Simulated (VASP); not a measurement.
# I (P6_3/mmc) in VASP: a series of runs

I is run at these levels: PBE; tasks: single point.

Program: VASP 6.6.1. These are calculated values, not measurements. Logs are shortened: lines on timing, memory, paths and dates and some standing lists are left out, and cuts for length are marked.

## 1. The cell of the first run

Symmetry: P6_3/mmc, No. 194, hexagonal system. Conventional cell: a = 2.967 Å, b = 2.967 Å, c = 5.080 Å, α = 90.00°, β = 90.00°, γ = 120.00°. I (site symmetry -6m2) has 12 I at 2.97 to 3.06 Å within 3.9 Å.

## 2. Single point, PBE

Input file INCAR:

```
ALGO = Normal
EDIFF = 1E-6
ENCUT = 520
GGA = PE
ISIF = 2
ISMEAR = -1
LASPH = True
LCHARG = True
LELF = True
LREAL = False
LVHAR = True
LWAVE = False
NBANDS = 14
NELM = 60
PREC = Accurate
SIGMA = 0.08
```

Input file KPOINTS:

```
k-points
0
Gamma
  12 12 7
```

Input file POSCAR:

```
I
1.0
    2.9666445122      0.0000000000      0.0000000000
   -1.4833222561      2.5691895116      0.0000000000
    0.0000000000      0.0000000000      5.0801781640
I
2
Direct
    0.3333333333      0.6666666667      0.2500000000
    0.6666666667      0.3333333333      0.7500000000
```

Potentials or basis: VASP PAW PBE potentials, release 64 (I).

On the command line:

```bash
$ cat potpaw_PBE.64/I/POTCAR > POTCAR
$ mpirun -np 1 vasp_std > vasp.out
```

OUTCAR:

```text
EDIFF = 1E-6
   ENCUT = 520
   GGA = PE
   ISIF = 2
   ISMEAR = -1
   LASPH = True
   LREAL = False
   NELM = 60
   PREC = Accurate

 ion  position               nearest neighbor table
   1  0.333  0.667  0.250-   2 3.06   2 3.06   2 3.06   2 3.06   2 3.06   2 3.06
   2  0.667  0.333  0.750-   1 3.06   1 3.06   1 3.06   1 3.06   1 3.06   1 3.06

  LATTYP: Found a hexagonal cell.
 ALAT       =     2.9666445122
 C/A-ratio  =     1.7124323939

  Lattice vectors:

 A1 = (   2.9666445122,   0.0000000000,   0.0000000000)
 A2 = (  -1.4833222561,   2.5691895116,   0.0000000000)
 A3 = (   0.0000000000,   0.0000000000,   5.0801781640)

Analysis of symmetry for initial positions (statically):
=====================================================================
 Subroutine PRICEL returns:
 Original cell was already a primitive cell.

 Routine SETGRP: Setting up the symmetry group for a
 hexagonal supercell.

 Subroutine GETGRP returns: Found 24 space group operations
 (whereof 12 operations were pure point group operations)
 out of a pool of 24 trial point group operations.

The static configuration has the point symmetry D_3d.
 The point group associated with its full space group is D_6h.

Analysis of symmetry for dynamics (positions and initial velocities):
=====================================================================
 Subroutine PRICEL returns:
 Original cell was already a primitive cell.

 Routine SETGRP: Setting up the symmetry group for a
 hexagonal supercell.

 Subroutine GETGRP returns: Found 24 space group operations
 (whereof 12 operations were pure point group operations)
 out of a pool of 24 trial point group operations.

The dynamic configuration has the point symmetry D_3d.
 The point group associated with its full space group is D_6h.

 Subroutine INISYM returns: Found 24 space group operations
 (whereof 12 operations are pure point group operations),
 and found     1 'primitive' translations

----------------------------------------------------------------------------------------

                                     Primitive cell

  volume of cell :      38.7205

  direct lattice vectors                    reciprocal lattice vectors
     2.966644512  0.000000000  0.000000000     0.337081169  0.194613904  0.000000000
    -1.483322256  2.569189512  0.000000000     0.000000000  0.389227807  0.000000000
     0.000000000  0.000000000  5.080178164     0.000000000  0.000000000  0.196843490

[... 86 lines left out ...]
   NSW    =      0    number of steps for IOM
   IBRION =     -1    ionic relax: 0-MD 1-quasi-New 2-CG
   NFREE  =      0    steps in history (QN), initial steepest desc. (CG)
   ISIF   =      2    stress and relaxation
   ISYM   =      2    0-nonsym 1-usesym 2-fastsym
   POTIM  = 0.5000    time-step for ionic-motion
   TEBEG  =    0.0;   TEEND  =   0.0 temperature during run
   PSTRESS=    0.0 pullay stress
   NELECT =      14.0000    total number of electrons
   NUPDOWN=      -1.0000    fix difference up-down
   EMIN   =  10.00;   EMAX   =-10.00  energy-range for DOS
   EFERMI =   0.00;   METHOD = LEGACY
   ISMEAR =    -1;   SIGMA  =   0.08  broadening in eV -4-tet -1-fermi 0-gaus
   EFERMI_NEDOS =   21; number of points for ismear=-14 and -15
   IALGO  =     38    algorithm
   IMIX   =      4    mixing-type and parameters
     AMIX     =   0.40;   BMIX     =  1.00
     AMIX_MAG =   1.60;   BMIX_MAG =  1.00
  volume/ion in A,a.u.               =      19.36       130.65
  Fermi-wavevector in a.u.,A,eV,Ry     =   1.166283  2.203955 18.506866  1.360216
  Thomas-Fermi vector in A             =   2.302798
   LORBIT       =      0    0 simple, 1 ext, 2 COOP (PROOUT), +10 PAW based schemes
   GGA     = PE    functional components
   LHFCALC =     F    Hartree Fock is set to
   AEXX    =    0.0000 exact exchange contribution
   IVDW    =     0    specifies the selected vdW correction
   LEPSILON=     F    determine dielectric tensor
   LRPA    =     F    only Hartree local field effects (RPA)
 non-spin polarized calculation
  energy-cutoff  :      520.00
  volume of cell :       38.72
 maximum number of plane-waves:      1075
 NGX is ok and might be reduce to    24

 number of electron      14.0000000 magnetization

 Free energy of the ion-electron system (eV)
  ---------------------------------------------------
  ext. energy  EPLUGINS =         0.00000000
  ---------------------------------------------------
  free energy    TOTEN  =         1.61797220 eV

  energy without entropy =        1.64743118  energy(sigma->0) =        1.63270169

 E-fermi :  14.2983     XC(G=0): -11.9688

 val. band max:       14.2946724022   @ k =   0.1667   0.1667   0.0000
 cond. band min:      14.3170546868   @ k =   0.3333  -0.0000   0.4286
 fundamental gap:      0.0223822847
 Fermi energy:        14.2983193666

 k-point     1 :       0.0000    0.0000    0.0000
  band No.  band energies     occupation
      1      -4.8341      2.00000
      2      -0.8676      2.00000
      3       4.1774      2.00000
      4      16.0253      0.00000
      5      16.0253      0.00000
      6      16.7073      0.00000
      7      17.7691      0.00000
      8      17.7691      0.00000
      9      21.9172      0.00000
     10      22.3699      0.00000
     11      24.0250      0.00000
     12      24.0250      0.00000
     13      24.3058      0.00000
     14      25.6959      0.00000
[... 377 lines left out ...]
      1      -2.2739      2.00000
      2       0.8165      2.00000
      3       6.5230      2.00000
      4       7.6806      2.00000
      5       9.7303      2.00000
      6      12.7724      2.00000
      7      14.1606      1.69658
      8      15.6988      0.00000
      9      18.1771      0.00000
     10      20.0652      0.00000
     11      21.7066      0.00000
     12      24.1217      0.00000
     13      24.3012      0.00000
     14      27.1041      0.00000

 [... further k-points ...]
[... 5 lines left out ...]
  --------------------------------------------------------------------------------------
  -------------------------------------------------------------------------------------
  Total       15.8844734     15.8844734     16.0783035      0.0000000      0.0000000      0.0000000
  in kB      657.2684896    657.2684896    665.2888018      0.0000000      0.0000000      0.0000000
  external PRESSURE =     659.9419270 kB  Pullay stress =       0.0000000 kB

 VOLUME and BASIS-vectors are now :
 -----------------------------------------------------------------------------
  energy-cutoff  :      520.00
  volume of cell :       38.72
      direct lattice vectors                 reciprocal lattice vectors
     2.966644512  0.000000000  0.000000000     0.337081169  0.194613904  0.000000000
    -1.483322256  2.569189512  0.000000000     0.000000000  0.389227807  0.000000000
     0.000000000  0.000000000  5.080178164     0.000000000  0.000000000  0.196843490

 POSITION                                       TOTAL-FORCE (eV/Angst)
 -----------------------------------------------------------------------------------
     -0.00000      1.71279      1.27004        -0.000000      0.000000      0.000000
      1.48332      0.85640      3.81013         0.000000     -0.000000      0.000000
 -----------------------------------------------------------------------------------
    total drift:                               -0.000000      0.000000     -0.000000

  FREE ENERGIE OF THE ION-ELECTRON SYSTEM (eV)
  ---------------------------------------------------
  free  energy   TOTEN  =         1.6179722001 eV

  energy  without entropy=        1.6474311781  energy(sigma->0) =        1.63270169
```

stdout:

```text
POSCAR found type information on POSCAR I
 POSCAR found :  1 types and       2 ions
 scaLAPACK will be used
 LDA part: xc-table for (Slater+PW92), standard interpolation
 POSCAR, INCAR and KPOINTS ok, starting setup
 FFT: planning ... GRIDC
 FFT: planning ... GRID_SOFT
 FFT: planning ... GRID
 WAVECAR not read
 entering main loop
```

Run time: 15 s. Hardware: 1 thread of Intel Xeon 6975P-C (Granite Rapids), shared host; peak memory 0.17 GiB.

What came out:

```yaml
Free_energy: 1.6180 eV
Pressure: 66.0 GPa
Band_gap_on_the_k_mesh: zero (band 7 reaches 17.77 eV, above the bottom of band 8 at 10.48 eV)
```

Stress tensor (GPa, compression positive):
```
65.73  0.00  0.00
 0.00 65.73  0.00
 0.00  0.00 66.53
```

Caveat: spin-orbit coupling is left out, which moves the levels of the heavy elements.

## 3. Single point, PBE

Input file INCAR:

```
SYSTEM = I
ALGO     = Normal         ! electronic algorithm
EDIFF    = 1E-6           ! SCF threshold, eV
ENCUT    = 520            ! plane-wave cutoff, eV
GGA      = PE             ! functional
ISIF     = 2              ! what is computed and relaxed
ISMEAR   = -1             ! smearing method
LASPH    = .True.         ! aspherical terms in the spheres
LCHARG   = .True.         ! write CHGCAR
LELF     = .True.         ! ELF
LREAL    = .False.        ! projectors in reciprocal space
LVHAR    = .True.       
LWAVE    = .False.        ! write WAVECAR
NBANDS   = 14             ! bands
NELM     = 80             ! most SCF steps
PREC     = Accurate       ! precision mode
SIGMA    = 0.08           ! smearing width, eV
```

Input file KPOINTS:

```
k-points
0
Gamma
  12 12 7
  0 0 0
```

POSCAR is that of step 2.

Potentials or basis: VASP PAW PBE potentials, release 64 (I).

On the command line:

```bash
$ cat potpaw_PBE.64/I/POTCAR > POTCAR
$ mpirun -np 1 vasp_std > vasp.out
```

Run time: 16 s. Hardware: 1 thread of Intel Xeon 6975P-C (Granite Rapids), shared host; peak memory 0.17 GiB.

Results (log left out):

* Free energy: 1.6180 eV
* Pressure: 66.0 GPa
* Band gap on the k mesh: zero (band 7 reaches 17.77 eV, above the bottom of band 8 at 10.48 eV)

Stress tensor (GPa, compression positive):
```
65.73  0.00  0.00
 0.00 65.73  0.00
 0.00  0.00 66.53
```

Levels at points of the mesh, in eV from the Fermi level:
```csv
k point,band 5,band 6,band 7,band 8,band 9,band 10
"(0.00, 0.00, 0.00)",1.73,2.41,3.47,3.47,7.62,8.07
"(0.50, 0.00, 0.00)",-5.68,-3.05,-2.29,1.05,3.12,6.38
```

Caveat: spin-orbit coupling is left out, which moves the levels of the heavy elements.
